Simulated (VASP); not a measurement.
A run of VASP 6.6.1 is set up as follows.

The input INCAR:

```
SYSTEM = Ta
PREC     = Accurate       ! precision mode
ENCUT    = 520            ! plane-wave cutoff, eV
EDIFF    = 1E-7           ! SCF threshold, eV
ISMEAR   = -1             ! smearing method
SIGMA    = 0.15           ! smearing width, eV
LREAL    = .FALSE.        ! projectors in reciprocal space
LASPH    = .TRUE.         ! aspherical terms in the spheres
NELM     = 80             ! most SCF steps
ALGO     = Normal         ! electronic algorithm
ISIF     = 2              ! what is computed and relaxed
LWAVE    = .FALSE.        ! write WAVECAR
LCHARG   = .FALSE.        ! write CHGCAR
GGA      = PS             ! functional
NBANDS   = 18             ! bands
```

The input KPOINTS:

```
regular mesh
0
G
  11 11 6
  0 0 0
```

File POSCAR:

```
Ta
1.0
    2.8690509005      0.0000000000      0.0000000000
   -1.4345254502      2.4846709646      0.0000000000
    0.0000000000      0.0000000000      5.0959874251
Ta
2
Direct
    0.6666666667      0.3333333333      0.7500000000
    0.3333333333      0.6666666667      0.2500000000
```

Potentials or basis: VASP PAW PBE potentials, release 64 (Ta_pv).

Run with:

```bash
$ cat potpaw_PBE.64/Ta_pv/POTCAR > POTCAR
$ mpirun -np 1 vasp_std > vasp.out
```

(1) Estimate the pressure.

(2) Predict the band gap on the k mesh.

Results:

(1) 0.1 GPa.

(2) zero (band 11 reaches 7.20 eV, above the bottom of band 12 at 4.90 eV).

Caveat: the PAW data sets were made with another functional, which shifts forces and pressure a little; spin-orbit coupling is left out, which moves the levels of the heavy elements.
